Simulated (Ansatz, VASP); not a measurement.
SrAlVO4 in VASP and in Ansatz

Contents of INCAR:

```
PREC = Accurate ; ENCUT = 520
EDIFF = 1E-6 ; ISMEAR = 0
SIGMA = 0.1 ; LREAL = F
LASPH = T ; NELM = 150
ALGO = Normal ; ISIF = 2
LWAVE = F ; LCHARG = F
ISPIN = 2 ; MAGMOM = 0 0 2 0 0 0 0
LORBIT = 11 ; LMAXMIX = 4
GGA = PE ; NBANDS = 38
```

Contents of KPOINTS:

```
regular mesh
0
Gamma
  4 4 4
```

The input POSCAR:

```
SrAlVO4
1.0
    0.0000000000      4.2441491200      4.2441491200
    4.2441491200      0.0000000000      4.2441491200
    4.2441491200      4.2441491200      0.0000000000
Sr Al V O
1 1 1 4
Direct
    0.0000000000      0.0000000000      0.0000000000
    0.2500000000      0.2500000000      0.2500000000
    0.5000000000      0.5000000000      0.5000000000
    0.3644420800      0.9066737600      0.3644420800
    0.3644420800      0.3644420800      0.3644420800
    0.9066737600      0.3644420800      0.3644420800
    0.3644420800      0.3644420800      0.9066737600
```

Input for Ansatz:

```yaml
crystal:
  lattice:
    - [0.0, 4.24414912, 4.24414912]
    - [4.24414912, 0.0, 4.24414912]
    - [4.24414912, 4.24414912, 0.0]
  atoms:
    - { symbol: Sr, position: [0.0, 0.0, 0.0] }
    - { symbol: Al, position: [0.25, 0.25, 0.25] }
    - { symbol: V, position: [0.5, 0.5, 0.5], spin: 2.0 }
    - { symbol: O, position: [0.36444208, 0.90667376, 0.36444208] }
    - { symbol: O, position: [0.36444208, 0.36444208, 0.36444208] }
    - { symbol: O, position: [0.90667376, 0.36444208, 0.36444208] }
    - { symbol: O, position: [0.36444208, 0.36444208, 0.90667376] }
basis:
  ecutwfc: 420
kpoints:
  mp_grid: { grid: [4, 4, 4] }
hamiltonian:
  xc: pbe
scf:
  occupations: { method: gaussian, width: 0.1 }
  lower_state_search: "off"
output:
  forces: true
  stress: true
  eigenvalues: true
  populations: true
magnetization:
  spin_polarized: true
```

Alike in both runs: task single point; functional PBE; k mesh 4 × 4 × 4; occupations gaussian, width 0.1 eV; collinear spin.

```csv
,VASP,Ansatz
version,VASP 6.6.1,Ansatz 0.2.0
potentials or method,"VASP PAW PBE potentials, release 64 (Sr_sv, Al, V_sv, O), cutoff 520 eV","scalar-relativistic, plane waves, PAW"
valence electrons in the cell,50,50
```

|  | VASP | Ansatz | Ansatz less VASP |
| --- | --- | --- | --- |
| gap on the k mesh at the Fermi level (eV) | none | none | - |
| pressure (GPa) | -4.4 | -4.6 | -0.18 |
| rms of the force components (eV/Å) | 1.726 | 1.727 | +0.0003 |
| net moment per atom (μB) | 0.28 | 0.28 | 0.000 |
| size of the moment on the site where the two differ most (μB) | 1.78 | 1.48 | -0.304 |

Site moments also hang on the region over which each program counts them. Atom by atom the forces differ by 0.000 eV/Å (rms over components). A gap of «none» marks a metal or a gap that the smearing closes. With one functional, cell and mesh, what is left measures potentials, basis and numerics.
